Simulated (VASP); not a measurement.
# CaS (Oldhamite) in VASP: a series of runs

The runs below take CaS (Oldhamite) through single point, with LDA.

All numbers are computed with VASP 6.6.1; they aren't measurements. Logs are shortened: lines on timing, memory, paths and dates and some standing lists are left out, and cuts for length are marked.

## 1. The cell of the first run

Symmetry: I4/mmm, No. 139, tetragonal system. The conventional cell has a = 3.935 Å, b = 3.935 Å, c = 5.592 Å, α = 90.00°, β = 90.00°, γ = 90.00°. Within 3.7 Å of Ca (site symmetry 4/mmm) lie 6 S at 2.78 to 2.80 Å. S (site symmetry 4/mmm) has 6 Ca at 2.78 to 2.80 Å within 3.7 Å.

## 2. Single point, LDA (z stretched by +0.5 %, x and y held)

Contents of INCAR:

```
SYSTEM = CaS
PREC = Accurate
ENCUT = 500
EDIFF = 1E-6
ISMEAR = 0
SIGMA = 0.01
LREAL = .FALSE.
LASPH = .TRUE.
NELM = 120
ALGO = Normal
ISIF = 2
LWAVE = .FALSE.
LCHARG = .FALSE.
NBANDS = 15
GGA_COMPAT = .FALSE.
```

Contents of KPOINTS:

```
Automatic mesh
0
G
  6 6 6
  0 0 0
```

Contents of POSCAR:

```
CaS
1.0
    0.0000000000      2.7822163075      2.7961273890
    2.7822163075      0.0000000000      2.7961273890
    2.7822163075      2.7822163075      0.0000000000
Ca S
1 1
Direct
    0.0000000000      0.0000000000      0.0000000000
    0.5000000000      0.5000000000      0.5000000000
```

Potentials or basis: VASP PAW LDA potentials, release 64 (Ca_sv, S).

Launch:

```bash
cat potpaw_LDA.64/Ca_sv/POTCAR potpaw_LDA.64/S/POTCAR > POTCAR
mpirun -np 1 vasp_std > vasp.out
```

OUTCAR:

```text
SYSTEM = CaS
   PREC = Accurate
   ENCUT = 500
   EDIFF = 1E-6
   ISMEAR = 0
   LREAL = .FALSE.
   LASPH = .TRUE.
   NELM = 120
   ISIF = 2

 ion  position               nearest neighbor table
   1  0.000  0.000  0.000-   2 2.78   2 2.78   2 2.78   2 2.78   2 2.80   2 2.80
   2  0.500  0.500  0.500-   1 2.78   1 2.78   1 2.78   1 2.78   1 2.80   1 2.80

  LATTYP: Found a body centered tetragonal cell.
 ALAT       =     3.9346480355
 C/A-ratio  =     1.4212846302

  Lattice vectors:

 A1 = (  -2.7822163075,   0.0000000000,   2.7961273890)
 A2 = (   2.7822163075,   0.0000000000,   2.7961273890)
 A3 = (   0.0000000000,   2.7822163075,  -2.7961273890)

Analysis of symmetry for initial positions (statically):
=====================================================================
 Subroutine PRICEL returns:
 Original cell was already a primitive cell.

 Routine SETGRP: Setting up the symmetry group for a
 body centered tetragonal supercell.

 Subroutine GETGRP returns: Found 16 space group operations
 (whereof 16 operations were pure point group operations)
 out of a pool of 16 trial point group operations.

The static configuration has the point symmetry D_4h.

Analysis of symmetry for dynamics (positions and initial velocities):
=====================================================================
 Subroutine PRICEL returns:
 Original cell was already a primitive cell.

 Routine SETGRP: Setting up the symmetry group for a
 body centered tetragonal supercell.

 Subroutine GETGRP returns: Found 16 space group operations
 (whereof 16 operations were pure point group operations)
 out of a pool of 16 trial point group operations.

The dynamic configuration has the point symmetry D_4h.

 Subroutine INISYM returns: Found 16 space group operations
 (whereof 16 operations are pure point group operations),
 and found     1 'primitive' translations

----------------------------------------------------------------------------------------

                                     Primitive cell

  volume of cell :      43.2881

  direct lattice vectors                    reciprocal lattice vectors
     0.000000000  2.782216308  2.796127389    -0.179712842  0.179712842  0.178818748
     2.782216308  0.000000000  2.796127389     0.179712842 -0.179712842  0.178818748
     2.782216308  2.782216308  0.000000000     0.179712842  0.179712842 -0.178818748

  length of vectors
     3.944496921  3.944496921  3.934648036     0.310756426  0.310756426  0.310756426

  position of ions in fractional coordinates (direct lattice)
     0.000000000  0.000000000  0.000000000
     0.500000000  0.500000000  0.500000000

  ion indices of the primitive-cell ions
   primitive index   ion index
                 1           1
                 2           2

----------------------------------------------------------------------------------------

 KPOINTS: Automatic mesh

Automatic generation of k-mesh.
 Grid dimensions read from file:
 generate k-points for:    6    6    6

 Generating k-lattice:

  Cartesian coordinates                     Fractional coordinates (reciprocal lattice)
    -0.029952140  0.029952140  0.029803125     0.166666667  0.000000000  0.000000000
     0.029952140 -0.029952140  0.029803125     0.000000000  0.166666667  0.000000000
     0.029952140  0.029952140 -0.029803125     0.000000000  0.000000000  0.166666667

  Length of vectors
     0.051792738  0.051792738  0.051792738

  Shift w.r.t. Gamma in fractional coordinates (k-lattice)
     0.000000000  0.000000000  0.000000000

 Subroutine IBZKPT returns following result:
 ===========================================

 Found     30 irreducible k-points:

 Following reciprocal coordinates:
            Coordinates               Weight
  0.000000  0.000000  0.000000      1.000000
  0.166667  0.000000  0.000000      8.000000
  0.333333  0.000000  0.000000      8.000000
  0.500000  0.000000  0.000000      4.000000
  0.166667  0.166667  0.000000      2.000000
  0.333333  0.166667  0.000000      8.000000
[... 16 lines left out ...]
  0.333333  0.000000  0.333333      4.000000
  0.500000 -0.000000  0.333333     16.000000
 [... further k-points ...]
   k-points           NKPTS =     30   k-points in BZ     NKDIM =     30   number of bands    NBANDS=     15
   number of dos      NEDOS =    301   number of ions     NIONS =      2
   total plane-waves  NPLWV =  27000
   dimension x,y,z NGX =    30 NGY =   30 NGZ =   30
   dimension x,y,z NGXF=    60 NGYF=   60 NGZF=   60
   ions per type =               1   1
   NGX,Y,Z   is equivalent  to a cutoff of  12.64, 12.64, 12.68 a.u.
   NGXF,Y,Z  is equivalent  to a cutoff of  25.29, 25.29, 25.35 a.u.
 SYSTEM =  CaS
   PREC   = accura    normal or accurate (medium, high low for compatibility)
   ISTART =      0    job   : 0-new  1-cont  2-samecut
   ICHARG =      2    charge: 1-file 2-atom 10-const
   ISPIN  =      1    spin polarized calculation?
   LNONCOLLINEAR =      F non collinear calculations
   LSORBIT =      F    spin-orbit coupling
   LASPH  =      T    aspherical Exc in radial PAW
   ENCUT  =  500.0 eV  36.75 Ry    6.06 a.u.   7.19  7.19  7.17*2*pi/ulx,y,z
   NELM   =    120;   NELMIN=  2; NELMDL= -5     # of ELM steps
   EDIFF  = 0.1E-05   stopping-criterion for ELM
   LREAL  =      F    real-space projection
   EDIFFG = 0.1E-04   stopping-criterion for IOM
   NSW    =      0    number of steps for IOM
   IBRION =     -1    ionic relax: 0-MD 1-quasi-New 2-CG
   NFREE  =      0    steps in history (QN), initial steepest desc. (CG)
   ISIF   =      2    stress and relaxation
   ISYM   =      2    0-nonsym 1-usesym 2-fastsym
   POTIM  = 0.5000    time-step for ionic-motion
   TEBEG  =    0.0;   TEEND  =   0.0 temperature during run
   PSTRESS=    0.0 pullay stress
   NELECT =      16.0000    total number of electrons
   NUPDOWN=      -1.0000    fix difference up-down
   EMIN   =  10.00;   EMAX   =-10.00  energy-range for DOS
   EFERMI =   0.00;   METHOD = LEGACY
   ISMEAR =     0;   SIGMA  =   0.01  broadening in eV -4-tet -1-fermi 0-gaus
   EFERMI_NEDOS =   21; number of points for ismear=-14 and -15
   IALGO  =     38    algorithm
   IMIX   =      4    mixing-type and parameters
     AMIX     =   0.40;   BMIX     =  1.00
     AMIX_MAG =   1.60;   BMIX_MAG =  1.00
  volume/ion in A,a.u.               =      21.64       146.06
  Fermi-wavevector in a.u.,A,eV,Ry     =   1.174876  2.220193 18.780569  1.380333
  Thomas-Fermi vector in A             =   2.311266
   LORBIT       =      0    0 simple, 1 ext, 2 COOP (PROOUT), +10 PAW based schemes
   GGA     = CA    functional components
   LHFCALC =     F    Hartree Fock is set to
   AEXX    =    0.0000 exact exchange contribution
   IVDW    =     0    specifies the selected vdW correction
   LEPSILON=     F    determine dielectric tensor
   LRPA    =     F    only Hartree local field effects (RPA)
 non-spin polarized calculation
 Gauss-broadening in eV      SIGMA  =   0.01
  energy-cutoff  :      500.00
  volume of cell :       43.29
 maximum number of plane-waves:      1119
 NGX is ok and might be reduce to    30
   NGX = 15   NGY = 15   NGZ = 15

 number of electron      15.9999997 magnetization

 Free energy of the ion-electron system (eV)
  ---------------------------------------------------
  ext. energy  EPLUGINS =         0.00000000
  ---------------------------------------------------
  free energy    TOTEN  =       -11.43241931 eV

  energy without entropy =      -11.43241931  energy(sigma->0) =      -11.43241931

 E-fermi :   3.1655     XC(G=0):  -9.9756

 val. band max:        3.0455529237   @ k =   0.0000   0.0000   0.0000
 cond. band min:       5.0175506409   @ k =   0.5000   0.0000   0.5000
 fundamental gap:      1.9719977171
 Fermi energy:         3.1654650254

 k-point     1 :       0.0000    0.0000    0.0000
  band No.  band energies     occupation
      1     -35.4884      2.00000
      2     -16.7746      2.00000
      3     -16.7744      2.00000
      4     -16.7744      2.00000
      5      -8.4723      2.00000
      6       3.0387      2.00000
      7       3.0456      2.00000
      8       3.0456      2.00000
      9       6.9527      0.00000
     10       6.9914      0.00000
     11       6.9914      0.00000
     12       7.3371      0.00000
     13       7.6756      0.00000
     14       7.6891      0.00000
     15      13.8180      0.00000

 k-point     2 :       0.1667    0.0000    0.0000
  band No.  band energies     occupation
      1     -35.4840      2.00000
      2     -16.8365      2.00000
      3     -16.7793      2.00000
      4     -16.7787      2.00000
      5      -8.2465      2.00000
      6       1.8891      2.00000
      7       2.6038      2.00000
      8       2.6081      2.00000
      9       7.0421      0.00000
     10       7.3989      0.00000
     11       7.4179      0.00000
     12       8.4545      0.00000
     13       8.4900      0.00000
     14       8.6190      0.00000
     15      14.0772      0.00000

 k-point     3 :       0.3333    0.0000    0.0000
  band No.  band energies     occupation
      1     -35.4752      2.00000
      2     -16.9556      2.00000
      3     -16.7886      2.00000
      4     -16.7872      2.00000
      5      -7.7541      2.00000
      6       0.2993      2.00000
      7       1.9616      2.00000
      8       1.9645      2.00000
      9       7.4472      0.00000
     10       8.4328      0.00000
     11       8.4390      0.00000
     12       9.8766      0.00000
     13      10.1508      0.00000
     14      10.1822      0.00000
     15      13.5652      0.00000
[... 343 lines left out ...]
 k-point    23 :       0.3333    0.0000    0.3333
  band No.  band energies     occupation
      1     -35.4710      2.00000
      2     -16.9173      2.00000
      3     -16.8264      2.00000
      4     -16.8249      2.00000
      5      -7.8283      2.00000
      6       0.5586      2.00000
      7       2.2818      2.00000
      8       2.2847      2.00000
      9       5.3951      0.00000
     10       8.3599      0.00000
     11       8.8151      0.00000
     12       9.6072      0.00000
     13       9.6102      0.00000
     14      11.3872      0.00000
     15      13.1020      0.00000

 k-point    24 :       0.5000   -0.0000    0.3333
  band No.  band energies     occupation
      1     -35.4667      2.00000
      2     -16.9371      2.00000
      3     -16.8573      2.00000
      4     -16.8303      2.00000
      5      -7.6904      2.00000
      6       0.5818      2.00000
      7       1.5865      2.00000
      8       2.0444      2.00000
      9       5.8614      0.00000
     10       9.0718      0.00000
     11       9.6327      0.00000
     12       9.7365      0.00000
     13       9.8772      0.00000
     14      10.1563      0.00000
     15      12.9262      0.00000

 [... further k-points ...]
[... 5 lines left out ...]
  --------------------------------------------------------------------------------------
  -------------------------------------------------------------------------------------
  Total        0.0370994      0.0370994     -0.1378734      0.0000000      0.0000000     -0.0000000
  in kB        1.3731226      1.3731226     -5.1029605      0.0000000      0.0000000     -0.0000000
  external PRESSURE =      -0.7855718 kB  Pullay stress =       0.0000000 kB

 VOLUME and BASIS-vectors are now :
 -----------------------------------------------------------------------------
  energy-cutoff  :      500.00
  volume of cell :       43.29
      direct lattice vectors                 reciprocal lattice vectors
     0.000000000  2.782216308  2.796127389    -0.179712842  0.179712842  0.178818748
     2.782216308  0.000000000  2.796127389     0.179712842 -0.179712842  0.178818748
     2.782216308  2.782216308  0.000000000     0.179712842  0.179712842 -0.178818748

 POSITION                                       TOTAL-FORCE (eV/Angst)
 -----------------------------------------------------------------------------------
      0.00000      0.00000      0.00000        -0.000000     -0.000000      0.000000
      2.78222      2.78222      2.79613         0.000000      0.000000     -0.000000
 -----------------------------------------------------------------------------------
    total drift:                               -0.000000      0.000000      0.000000

  FREE ENERGIE OF THE ION-ELECTRON SYSTEM (eV)
  ---------------------------------------------------
  free  energy   TOTEN  =       -11.4324193082 eV

  energy  without entropy=      -11.4324193082  energy(sigma->0) =      -11.43241931
```

It took 37 s on 1 thread of Intel Xeon 8259CL, shared host; peak memory 0.15 GiB.

What came out:

| Item | Value |
| --- | --- |
| Free energy | -11.4324 eV |
| Pressure | -0.1 GPa |
| Band gap on the k mesh | 1.97 eV, indirect (least direct gap 2.83 eV) |

Caveat: the cell differs from its parent crystal (z stretched by +0.5 %, x and y held).

## 3. Single point, LDA (equal xy, yz and zx engineering shears of -0.5 %)

Contents of INCAR:

```
PREC     = Accurate       # precision mode
ENCUT    = 500            # plane-wave cutoff, eV
EDIFF    = 1E-6           # SCF threshold, eV
ISMEAR   = 0              # smearing method
SIGMA    = 0.01           # smearing width, eV
LREAL    = F              # projectors in reciprocal space
LASPH    = T              # aspherical terms in the spheres
NELM     = 120            # most SCF steps
ALGO     = Normal         # electronic algorithm
ISIF     = 2              # what is computed and relaxed
LWAVE    = F              # write WAVECAR
LCHARG   = F              # write CHGCAR
GGA      = CA             # functional
NBANDS   = 15             # bands
GGA_COMPAT= F
```

Contents of KPOINTS:

```
Automatic mesh
0
Gamma
  6 6 6
```

Contents of POSCAR:

```
CaS
1.0
   -0.0139110815      2.7752607667      2.7752607667
    2.7752607667     -0.0139110815      2.7752607667
    2.7752607667      2.7752607667     -0.0139110815
Ca S
1 1
Direct
    0.0000000000      0.0000000000      0.0000000000
    0.5000000000      0.5000000000      0.5000000000
```

Potentials or basis: VASP PAW LDA potentials, release 64 (Ca_sv, S).

Launch:

```bash
cat potpaw_LDA.64/Ca_sv/POTCAR potpaw_LDA.64/S/POTCAR > POTCAR
mpirun -np 1 vasp_std > vasp.out
```

Wall time 44 s (1 thread of Intel Xeon 8259CL, shared host); peak memory 0.16 GiB.

Results (log left out):

```
Free energy            : -11.4321 eV
Pressure               : 0.3 GPa
Band gap on the k mesh : 1.93 eV, indirect (least direct gap 2.81 eV)
```

Stress tensor (GPa, compression positive):
```
0.26 0.17 0.17
0.17 0.26 0.17
0.17 0.17 0.26
```

Levels at points of the mesh, in eV from the valence-band top:
| k point | band 4 | band 5 | band 6 | band 7 | band 8 | band 9 | band 10 | band 11 | band 12 | band 13 |
| --- | --- | --- | --- | --- | --- | --- | --- | --- | --- | --- |
| (0.00, 0.00, 0.00) | -19.83 | -11.56 | -0.04 | -0.04 | 0.00 | 3.88 | 3.88 | 3.94 | 4.31 | 4.61 |
| (0.50, 0.00, 0.00) | -19.85 | -10.56 | -3.46 | -1.39 | -1.35 | 5.14 | 6.07 | 6.17 | 6.23 | 8.46 |
| (0.50, 0.50, 0.00) | -19.90 | -10.84 | -2.49 | -0.91 | -0.88 | 1.93 | 5.56 | 6.09 | 6.86 | 6.87 |
| (0.50, 0.50, 0.50) | -19.85 | -10.54 | -3.45 | -1.40 | -1.40 | 5.11 | 6.10 | 6.22 | 6.22 | 8.50 |

Caveat: the cell differs from its parent crystal (equal xy, yz and zx engineering shears of -0.5 %). A k mesh can miss the band edges.
